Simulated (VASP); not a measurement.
Input of a VASP 6.6.1 run:

The input INCAR:

```
PREC = Accurate
ENCUT = 520
EDIFF = 1E-7
ISMEAR = 0
SIGMA = 0.1
LREAL = False
LASPH = True
NELM = 60
ALGO = Normal
ISIF = 2
LWAVE = False
LCHARG = False
GGA = PE
IVDW = 12
NBANDS = 20
```

File KPOINTS:

```
regular mesh
0
Gamma
  4 4 6
```

The input POSCAR:

```
S
1.0
    5.4971095022      0.0000000000      0.0000000000
    0.0000000000      5.4971095022      0.0000000000
    0.0000000000      0.0000000000      2.9366576484
S
4
Direct
    0.8779208616      0.8779208616      0.5000000000
    0.1220791384      0.1220791384      0.5000000000
    0.3779208616      0.6220791384      0.0000000000
    0.6220791384      0.3779208616      0.0000000000
```

Potentials or basis: VASP PAW PBE potentials, release 64 (S).

The run is started by

```bash
$ cat potpaw_PBE.64/S/POTCAR > POTCAR
$ mpirun -np 1 vasp_std > vasp.out
```

Problem. Predict the pressure.

Solution. -0.6 GPa.

Problem. Estimate the largest force.

Solution. 0.224 eV/Å.

Problem. Predict the band gap on the k mesh.

Solution. Zero (band 12 reaches 4.81 eV, above the bottom of band 13 at 2.60 eV).

Forces on the atoms (eV/Å):
```
S    0.158  0.158  0.000
S   -0.158 -0.158  0.000
S    0.158 -0.158  0.000
S   -0.158  0.158  0.000
```

Caveat: pairwise dispersion overbinds metals, which lowers pressure and volume.
